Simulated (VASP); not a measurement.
# Cu3N (Pm-3m) in VASP: further runs, part 2 of 2

VASP 6.6.1. The steps go on from the part before.

## (3) Single point, PBE

This run uses another cell than the first one, of 14.03 Å³/atom, 1.031 times its volume.

The input, INCAR:

```
SYSTEM = Cu3N
PREC = Accurate
ENCUT = 600
EDIFF = 1E-6
ISMEAR = -1
SIGMA = 0.02
LREAL = .FALSE.
LASPH = .TRUE.
NELM = 120
ALGO = Normal
ISIF = 2
LWAVE = .FALSE.
LCHARG = .TRUE.
GGA = PE
LELF = .TRUE.
LVHAR = .TRUE.
NBANDS = 27
GGA_COMPAT = .FALSE.
```

The input, KPOINTS:

```
regular mesh
0
G
  6 6 6
  0 0 0
```

The input, POSCAR:

```
Cu3N
1.0
    3.8288425879      0.0000000000      0.0000000000
    0.0000000000      3.8288425879      0.0000000000
    0.0000000000      0.0000000000      3.8288425879
Cu N
3 1
Direct
    0.5000000000      0.0000000000      0.0000000000
    0.0000000000      0.5000000000      0.0000000000
    0.0000000000      0.0000000000      0.5000000000
    0.0000000000      0.0000000000      0.0000000000
```

Potentials or basis: VASP PAW PBE potentials, release 64 (Cu, N).

Started as:

```
$ cat potpaw_PBE.64/Cu/POTCAR potpaw_PBE.64/N/POTCAR > POTCAR
$ mpirun -np 1 vasp_std > vasp.out
```

OUTCAR:

```text
SYSTEM = Cu3N
   PREC = Accurate
   ENCUT = 600
   EDIFF = 1E-6
   ISMEAR = -1
   LREAL = .FALSE.
   LASPH = .TRUE.
   NELM = 120
   ISIF = 2
   GGA = PE

 ion  position               nearest neighbor table
   1  0.500  0.000  0.000-   4 1.91   4 1.91   2 2.71   3 2.71   2 2.71   2 2.71   3 2.71   3 2.71
                             3 2.71   2 2.71
   2  0.000  0.500  0.000-   4 1.91   4 1.91   1 2.71   3 2.71   1 2.71   3 2.71   3 2.71   3 2.71
                             1 2.71   1 2.71
   3  0.000  0.000  0.500-   4 1.91   4 1.91   1 2.71   1 2.71   2 2.71   2 2.71   2 2.71   2 2.71
[... 797 lines left out ...]
  -------------------------------------------------------------------------------------
  Total        0.2552707      0.2552707      0.2552707      0.0000000     -0.0000000      0.0000000
  in kB        7.2863326      7.2863326      7.2863326      0.0000000     -0.0000000      0.0000000
  external PRESSURE =       7.2863326 kB  Pullay stress =       0.0000000 kB

 VOLUME and BASIS-vectors are now :
 -----------------------------------------------------------------------------
  energy-cutoff  :      600.00
  volume of cell :       56.13
      direct lattice vectors                 reciprocal lattice vectors
     3.828842588  0.000000000  0.000000000     0.261175532  0.000000000  0.000000000
     0.000000000  3.828842588  0.000000000     0.000000000  0.261175532  0.000000000
     0.000000000  0.000000000  3.828842588     0.000000000  0.000000000  0.261175532

 POSITION                                       TOTAL-FORCE (eV/Angst)
 -----------------------------------------------------------------------------------
      1.91442      0.00000      0.00000         0.000000      0.000000      0.000000
      0.00000      1.91442      0.00000         0.000000      0.000000      0.000000
      0.00000      0.00000      1.91442         0.000000      0.000000      0.000000
      0.00000      0.00000      0.00000         0.000000      0.000000      0.000000
 -----------------------------------------------------------------------------------
    total drift:                                0.000000      0.000000     -0.000000

  FREE ENERGIE OF THE ION-ELECTRON SYSTEM (eV)
  ---------------------------------------------------
  free  energy   TOTEN  =       -18.3839830840 eV

  energy  without entropy=      -18.3839651104  energy(sigma->0) =      -18.38397410
```

stdout:

```text
POSCAR found type information on POSCAR CuN
 POSCAR found :  2 types and       4 ions
 scaLAPACK will be used
 LDA part: xc-table for (Slater+PW92), standard interpolation
 POSCAR, INCAR and KPOINTS ok, starting setup
 FFT: planning ... GRIDC
 FFT: planning ... GRID_SOFT
 FFT: planning ... GRID
 WAVECAR not read
 entering main loop
```

It took 14 s on 1 thread of Intel Xeon 6975P-C (Granite Rapids), shared host; peak memory 0.18 GiB.

What came out:

```
Free energy            : -18.3840 eV
Pressure               : 0.7 GPa
Band gap on the k mesh : 0.24 eV, indirect (least direct gap 0.79 eV)
```

Levels at points of the mesh, in eV from the valence-band top:
| k point | band 17 | band 18 | band 19 | band 20 | band 21 | band 22 |
| --- | --- | --- | --- | --- | --- | --- |
| (0.00, 0.00, 0.00) | -1.79 | -1.79 | -1.75 | 0.97 | 5.24 | 5.24 |
| (0.50, 0.00, 0.00) | -1.79 | -1.38 | -1.38 | 1.54 | 3.32 | 6.70 |
| (0.50, 0.50, 0.00) | -1.05 | -1.05 | -0.67 | 0.24 | 3.52 | 4.81 |
| (0.50, 0.50, 0.50) | 0.00 | 0.00 | 0.00 | 0.86 | 0.86 | 0.86 |

## (4) Single point, PBE (volume changed by +3%)

The input, INCAR:

```
  ALGO = Normal
  EDIFF = 1E-6
  ENCUT = 600
  GGA = PE
  GGA_COMPAT = F
  ISIF = 2
  ISMEAR = -1
  LASPH = T
  LCHARG = T
  LELF = T
  LREAL = F
  LVHAR = T
  LWAVE = F
  NBANDS = 27
  NELM = 120
  PREC = Accurate
  SIGMA = 0.02
```

The input, KPOINTS:

```
k-points
0
Gamma
  6 6 6
```

The input, POSCAR:

```
Cu3N
1.0
    3.8667543860      0.0000000000      0.0000000000
    0.0000000000      3.8667543860      0.0000000000
    0.0000000000      0.0000000000      3.8667543860
Cu N
3 1
Direct
    0.5000000000      0.0000000000      0.0000000000
    0.0000000000      0.5000000000      0.0000000000
    0.0000000000      0.0000000000      0.5000000000
    0.0000000000      0.0000000000      0.0000000000
```

Started as:

```
$ cat potpaw_PBE.64/Cu/POTCAR potpaw_PBE.64/N/POTCAR > POTCAR
$ mpirun -np 1 vasp_std > vasp.out
```

Wall time 14 s (1 thread of Intel Xeon 6975P-C (Granite Rapids), shared host); peak memory 0.18 GiB.

Results (log left out):

* Free energy: -18.3733 eV
* Pressure: -2.5 GPa
* Band gap on the k mesh: 0.34 eV, indirect (least direct gap 0.88 eV)

Levels at points of the mesh, in eV from the valence-band top:
| k point | band 17 | band 18 | band 19 | band 20 | band 21 | band 22 |
| --- | --- | --- | --- | --- | --- | --- |
| (0.00, 0.00, 0.00) | -1.71 | -1.71 | -1.68 | 0.89 | 5.13 | 5.13 |
| (0.50, 0.00, 0.00) | -1.71 | -1.31 | -1.31 | 1.46 | 3.30 | 6.52 |
| (0.50, 0.50, 0.00) | -1.00 | -1.00 | -0.63 | 0.34 | 3.40 | 4.74 |
| (0.50, 0.50, 0.50) | 0.00 | 0.00 | 0.00 | 0.96 | 0.96 | 0.96 |

Caveat: the cell differs from its parent crystal (volume changed by +3%).

## (5) Single point, PBE (volume changed by +6%)

The input, INCAR:

```
  PREC = Accurate
  ENCUT = 600
  EDIFF = 1E-6
  ISMEAR = -1
  SIGMA = 0.02
  LREAL = F
  LASPH = T
  NELM = 120
  ALGO = Normal
  ISIF = 2
  LWAVE = F
  LCHARG = F
  GGA = PE
  NBANDS = 27
  GGA_COMPAT = F
```

The input, KPOINTS:

```
regular mesh
0
Gamma
  6 6 6
```

The input, POSCAR:

```
Cu3N
1.0
    3.9039369977      0.0000000000      0.0000000000
    0.0000000000      3.9039369977      0.0000000000
    0.0000000000      0.0000000000      3.9039369977
Cu N
3 1
Direct
    0.5000000000      0.0000000000      0.0000000000
    0.0000000000      0.5000000000      0.0000000000
    0.0000000000      0.0000000000      0.5000000000
    0.0000000000      0.0000000000      0.0000000000
```

Started as:

```
$ cat potpaw_PBE.64/Cu/POTCAR potpaw_PBE.64/N/POTCAR > POTCAR
$ mpirun -np 1 vasp_std > vasp.out
```

It took 14 s on 1 thread of Intel Xeon 6975P-C (Granite Rapids), shared host; peak memory 0.18 GiB.

Results (log left out):

```yaml
Free_energy: -18.3312 eV
Pressure: -5.2 GPa
Band_gap_on_the_k_mesh: 0.43 eV, indirect (least direct gap 0.95 eV)
```

Levels at points of the mesh, in eV from the valence-band top:
| k point | band 15 | band 16 | band 17 | band 18 | band 19 | band 20 | band 21 | band 22 | band 23 | band 24 |
| --- | --- | --- | --- | --- | --- | --- | --- | --- | --- | --- |
| (0.00, 0.00, 0.00) | -2.12 | -1.64 | -1.64 | -1.64 | -1.62 | 0.81 | 5.02 | 5.02 | 6.50 | 6.50 |
| (0.50, 0.00, 0.00) | -2.11 | -1.97 | -1.64 | -1.25 | -1.25 | 1.38 | 3.27 | 6.34 | 7.07 | 7.07 |
| (0.50, 0.50, 0.00) | -2.17 | -1.93 | -0.96 | -0.96 | -0.60 | 0.43 | 3.29 | 4.68 | 4.68 | 8.00 |
| (0.50, 0.50, 0.50) | -1.68 | -1.68 | 0.00 | 0.00 | 0.00 | 1.06 | 1.06 | 1.06 | 6.14 | 7.58 |

Caveat: the cell differs from its parent crystal (volume changed by +6%).

## (6) Single point, r2SCAN (volume changed by -6%)

The input, POSCAR:

```
Cu3N
1.0
    3.7120143079      0.0000000000      0.0000000000
    0.0000000000      3.7120143079      0.0000000000
    0.0000000000      0.0000000000      3.7120143079
Cu N
3 1
Direct
    0.5000000000      0.0000000000      0.0000000000
    0.0000000000      0.5000000000      0.0000000000
    0.0000000000      0.0000000000      0.5000000000
    0.0000000000      0.0000000000      0.0000000000
```

The input, INCAR.step1:

```
PREC     = Accurate       # precision mode
ENCUT    = 660            # plane-wave cutoff, eV
ISMEAR   = -1             # smearing method
SIGMA    = 0.02           # smearing width, eV
LREAL    = F              # projectors in reciprocal space
LASPH    = T              # aspherical terms in the spheres
NELM     = 120            # most SCF steps
NBANDS   = 27             # bands
GGA      = PE             # functional
ALGO     = Normal         # electronic algorithm
EDIFF    = 1E-5           # SCF threshold, eV
LWAVE    = T              # write WAVECAR
LCHARG   = F              # write CHGCAR
GGA_COMPAT= F
```

The input, INCAR.step2:

```
PREC     = Accurate       # precision mode
ENCUT    = 660            # plane-wave cutoff, eV
EDIFF    = 1E-6           # SCF threshold, eV
ISMEAR   = -1             # smearing method
SIGMA    = 0.02           # smearing width, eV
LREAL    = F              # projectors in reciprocal space
LASPH    = T              # aspherical terms in the spheres
NELM     = 120            # most SCF steps
ALGO     = Normal         # electronic algorithm
ISIF     = 2              # what is computed and relaxed
LWAVE    = F              # write WAVECAR
LCHARG   = F              # write CHGCAR
METAGGA  = R2SCAN         # meta-GGA
LMIXTAU  = T            
NBANDS   = 27             # bands
ISTART   = 1            
GGA_COMPAT= F
```

The input, KPOINTS:

```
Automatic mesh
0
Gamma
  6 6 6
```

Potentials or basis: VASP PAW PBE potentials, release 64 (Cu, N).

Started as:

```
$ cat potpaw_PBE.64/Cu/POTCAR potpaw_PBE.64/N/POTCAR > POTCAR
$ cp INCAR.step1 INCAR
$ mpirun -np 1 vasp_std > vasp.out
$ cp INCAR.step2 INCAR
$ mpirun -np 1 vasp_std > vasp.out
```

Wall time 48 s (1 thread of Intel Xeon 6975P-C (Granite Rapids), shared host); peak memory 0.19 GiB.

The run converged. Its results:

- Free energy: -40.6014 eV
- Pressure: 10.1 GPa
- Band gap on the k mesh: 0.03 eV, indirect (least direct gap 0.64 eV)

Levels at points of the mesh, in eV from the valence-band top:
```csv
k point,band 17,band 18,band 19,band 20,band 21,band 22
"(0.00, 0.00, 0.00)",-2.16,-2.16,-2.08,1.38,5.98,5.98
"(0.50, 0.00, 0.00)",-2.16,-1.67,-1.67,2.03,3.63,7.73
"(0.50, 0.50, 0.00)",-1.25,-1.25,-0.83,0.03,4.28,5.33
"(0.50, 0.50, 0.50)",0.00,0.00,0.00,0.70,0.70,0.70
```

Caveat: the cell differs from its parent crystal (volume changed by -6%); the PAW data sets were made with another functional, which shifts forces and pressure a little. A k mesh can miss the band edges.

## (7) Summary

| level | cell | cutoff (eV) | gap on the mesh (eV) | pressure (GPa) |
| --- | --- | --- | --- | --- |
| PBE | a = 3.790 Å, 4 atoms | 600 | 0.14 | 4.6 |
| PBE | a = 3.829 Å, 4 atoms | 600 | 0.24 | 0.7 |
| PBE | a = 3.867 Å, 4 atoms | 600 | 0.34 | -2.5 |
| PBE | a = 3.904 Å, 4 atoms | 600 | 0.43 | -5.2 |
| r2SCAN | a = 3.712 Å, 4 atoms | 660 | 0.03 | 10.1 |

Alike in all rows: task single point; potentials or basis VASP PAW PBE potentials, release 64 (Cu, N); no spin polarisation; k mesh 6 × 6 × 6; smearing fermi-dirac 0.02 eV.

Caveats: the PAW data sets were made with another functional, which shifts forces and pressure a little (some runs).

Absolute energies hang on the potentials; compare differences alone.
